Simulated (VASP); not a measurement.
Runs of VASP 6.6.1 on NiSb. The structure is that of space group P6_3/mmc (No. 194), or close to it. The cells are those of the table. 

```tsv
level	cell	gap on the mesh (eV)	pressure (GPa)	moment (μB)
r2SCAN+D3(BJ)	a = 3.867, b = 3.867, c = 5.020 Å, angles 90.0, 90.0, 120.0°, 4 atoms	none	(a)	0.00
RPBE	a = 4.035, b = 4.035, c = 5.244 Å, angles 90.0, 90.0, 120.0°, 4 atoms	none	-2.1	0.00
revPBE	a = 4.052, b = 4.052, c = 5.265 Å, angles 90.0, 90.0, 120.0°, 4 atoms	none	-3.9	0.00
RPBE	a = 4.061, b = 4.061, c = 5.278 Å, angles 90.0, 90.0, 120.0°, 4 atoms	none	-3.8	0.00
```

Alike in all rows: task single point; potentials or basis VASP PAW PBE potentials, release 64 (Ni, Sb); spin collinear; k mesh 8 × 8 × 6; cutoff (eV) 520; smearing gaussian 0.05 eV.

Task: Estimate the missing entries.

Result: (a) 4.8.

Caveats: the PAW data sets were made with another functional, which shifts forces and pressure a little; spin-orbit coupling is left out, which moves the levels of the heavy elements; the cell stands under tension (at least some runs); three body term missing (at least some runs); the cell stands under pressure (at least some runs).

A k mesh can miss the band edges, and the runs leave out spin-orbit coupling on Sb.

A gap of «none» marks levels without a gap at the run's occupations.
